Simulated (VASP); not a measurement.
A run of VASP 6.6.1 is set up as follows.

File INCAR:

```
SYSTEM = AgCl
ALGO = Normal
EDIFF = 1E-6
ENCUT = 520
GGA = PS
ISIF = 2
ISMEAR = 0
LASPH = .TRUE.
LCHARG = .TRUE.
LELF = .TRUE.
LREAL = .FALSE.
LVHAR = .TRUE.
LWAVE = .FALSE.
NBANDS = 16
NELM = 100
PREC = Accurate
SIGMA = 0.01
```

File KPOINTS:

```
k-points
0
G
  8 8 8
  0 0 0
```

Contents of POSCAR:

```
AgCl
1.0
    2.6114069887      2.6114069887      0.0000000000
   -2.6114069887      2.6114069887      0.0000000000
    0.0000000000      2.6114069887      2.6114069887
Ag Cl
1 1
Direct
    0.0000000000      0.0000000000      0.0000000000
    0.5000000000      0.5000000000      0.0000000000
```

Potentials or basis: VASP PAW PBE potentials, release 64 (Ag, Cl).

Launch:

```sh
$ cat potpaw_PBE.64/Ag/POTCAR potpaw_PBE.64/Cl/POTCAR > POTCAR
$ mpirun -np 1 vasp_std > vasp.out
```

(1) Predict the pressure.

(2) What does it give for the band gap on the k mesh?

Answers

(1) 9.9 GPa.

(2) 0.77 eV (least direct gap 3.47 eV).

Caveat: the cell stands under pressure; semilocal functionals underestimate gaps, and a narrow one can read as zero; the PAW data sets were made with another functional, which shifts forces and pressure a little.
